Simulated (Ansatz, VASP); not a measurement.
**One calculation of Ba, two programs**

The input INCAR:

```
ALGO = Normal
EDIFF = 1E-7
EDIFFG = -0.01
ENCUT = 600
GGA = PE
IBRION = 2
ISIF = 3
ISMEAR = -1
LASPH = T
LCHARG = F
LREAL = F
LWAVE = F
NELM = 100
NSW = 60
PREC = Accurate
SIGMA = 0.1
```

Contents of KPOINTS:

```
k-points
0
Gamma
  5 5 5
```

Contents of POSCAR:

```
Ba
1.0
   -2.4986240000      2.4986240000      2.4986240000
    2.4986240000     -2.4986240000      2.4986240000
    2.4986240000      2.4986240000     -2.4986240000
Ba
1
Direct
    0.0000000000      0.0000000000      0.0000000000
```

Input for Ansatz:

```yaml
crystal:
  lattice:
    - [-2.498624, 2.498624, 2.498624]
    - [2.498624, -2.498624, 2.498624]
    - [2.498624, 2.498624, -2.498624]
  atoms:
    - { symbol: Ba, position: [0.0, 0.0, 0.0] }
  symmetry: { tolerance: 0.0003 }
kpoints:
  mp_grid: { grid: [5, 5, 5], shift: [0, 0, 0] }
magnetization:
  spin_polarized: false
scf:
  occupations: { method: fermi_dirac }
hamiltonian:
  pseudopotentials: { kind: paw }
  xc: pbe
basis:
  ecutwfc: 420
output:
  forces: true
  stress: true
  eigenvalues: true
  write_density: true
  write_potential: true
  elf: true
  volumetric_format: npy
relax:
  max_steps: 40
  cell: {}
```

Alike in both runs: task relaxation of cell and atoms; functional PBE; k mesh 5 × 5 × 5; no spin polarisation.

|  | VASP | Ansatz |
| --- | --- | --- |
| version | VASP 6.6.1 | Ansatz 0.2.0 |
| potentials or method | VASP PAW PBE potentials, release 64 (Ba_sv), cutoff 600 eV | PAW plane waves |
| occupations | fermi-dirac, width 0.1 eV | fermi-dirac |
| valence electrons in the cell | 10 | 10 |

VASP gave:

```
gap on the k mesh at the Fermi level, each at its own relaxed structure (eV) : none
relaxed volume (Å³/atom)                                                     : 63.12
relaxed cell length with the largest relative difference (Å)                 : 4.344
```

Question: Estimate Ansatz's values.

Answer: gap on the k mesh at the Fermi level, each at its own relaxed structure (eV): none; relaxed volume (Å³/atom): 62.40; relaxed cell length with the largest relative difference (Å): 4.328.

A gap of «none» marks a metal or a gap that the smearing closes.

Neither program's run includes spin-orbit coupling.
